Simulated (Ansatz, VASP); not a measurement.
One calculation of Ba, two programs

Contents of INCAR:

```
  PREC = Accurate
  ENCUT = 520
  EDIFF = 1E-6
  ISMEAR = -1
  SIGMA = 0.05
  LREAL = False
  LASPH = True
  NELM = 60
  ALGO = Normal
  ISIF = 2
  LWAVE = False
  LCHARG = True
  GGA = CA
  LELF = True
  LVHAR = True
  NBANDS = 11
```

The input KPOINTS:

```
regular mesh
0
Gamma
  11 11 11
```

POSCAR

```
Ba
1.0
   -2.1709733930      2.1709733930      2.1709733930
    2.1709733930     -2.1709733930      2.1709733930
    2.1709733930      2.1709733930     -2.1709733930
Ba
1
Direct
    0.0000000000      0.0000000000      0.0000000000
```

Input for Ansatz:

```yaml
crystal:
  lattice:
    - [-2.170973393, 2.170973393, 2.170973393]
    - [2.170973393, -2.170973393, 2.170973393]
    - [2.170973393, 2.170973393, -2.170973393]
  atoms:
    - { symbol: Ba, position: [0.0, 0.0, 0.0] }
kpoints:
  mp_grid: { grid: [11, 11, 11] }
scf:
  occupations: { method: fermi_dirac, width: 0.05 }
hamiltonian:
  xc: lda
  pseudopotentials: { kind: paw }
output:
  forces: true
  stress: true
  eigenvalues: true
  populations: true
```

Change from the starting cell: volume scaled by 0.76, PAW files.

Alike in both runs: task single point; functional LDA; k mesh 11 × 11 × 11; occupations fermi-dirac, width 0.05 eV; no spin polarisation.

```csv
,VASP,Ansatz
version,VASP 6.6.1,Ansatz 0.2.0
potentials or method,"VASP PAW LDA potentials, release 64 (Ba_sv)","PAW with Ansatz's default frozen-core files, scalar-relativistic"
plane-wave cutoff (eV),520,420
valence electrons in the cell,10,10
```

Ansatz gave:

```
pressure (GPa) : 3.9
```

Problem. Estimate VASP's values.

Solution. Pressure (GPa): 4.3.

LDA's correlation is that of Perdew and Zunger in VASP and of Perdew and Wang (1992) in Ansatz.

Spin-orbit coupling is off throughout.
